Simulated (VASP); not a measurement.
Write the native input for VASP 6.6.1 that does the following.

```
Task                   : single point
Functional             : PBEsol
Potentials or basis    : VASP PAW PBE potentials, release 64 (Si, Ge_d)
Cutoff                 : 520 eV
k mesh                 : 12 × 12 × 6
Occupations            : gaussian, width 0.02 eV
Spin                   : no spin polarisation
Dipole correction      : no
Further INCAR settings : ALGO = Normal; EDIFF = 1e-07; NBANDS = 26
```

The structure of SiGe lies in POSCAR:

```
SiGe
1.0
    4.0176147960      0.0000000000      0.0000000000
   -2.0088073980      3.4793564760      0.0000000000
    0.0000000000      0.0000000000      6.3902193574
Si Ge
2 2
Direct
    0.6666666667      0.3333333333      0.8769114846
    0.3333333333      0.6666666667      0.3769114846
    0.6666666667      0.3333333333      0.4980875154
    0.3333333333      0.6666666667     -0.0019124846
```

This cell differs from its parent crystal: biaxial strain in the a-b plane: +3.0 %, then relaxed in part.

These files were run (other wordings do the same):

INCAR

```
PREC     = Accurate       # precision mode
ENCUT    = 520            # plane-wave cutoff, eV
EDIFF    = 1E-7           # SCF threshold, eV
ISMEAR   = 0              # smearing method
SIGMA    = 0.02           # smearing width, eV
LREAL    = False          # projectors in reciprocal space
LASPH    = True           # aspherical terms in the spheres
NELM     = 100            # most SCF steps
ALGO     = Normal         # electronic algorithm
ISIF     = 2              # what is computed and relaxed
LWAVE    = False          # write WAVECAR
LCHARG   = True           # write CHGCAR
GGA      = PS             # functional
LELF     = True           # ELF
LVHAR    = True         
NBANDS   = 26             # bands
```

KPOINTS

```
regular mesh
0
Gamma
  12 12 6
```

Potentials or basis: VASP PAW PBE potentials, release 64 (Si, Ge_d).

Launch:

```console
$ cat potpaw_PBE.64/Si/POTCAR potpaw_PBE.64/Ge_d/POTCAR > POTCAR
$ mpirun -np 1 vasp_std > vasp.out
```

Results of the run:

* Pressure: -3.6 GPa
* Band gap on the k mesh: zero (filled and empty bands overlap)

Caveat: the cell differs from its parent crystal (biaxial strain in the a-b plane: +3.0 %, then relaxed in part); the stress differs along the axes, from -5 to 0 GPa; semilocal functionals underestimate gaps, and a narrow one can read as zero; the PAW data sets were made with another functional, which shifts forces and pressure a little.

Wall time 58 s on 1 thread of Intel(R) Xeon(R) 6975P-C (Granite Rapids), with other jobs on the host, peak memory 0.29 GiB.
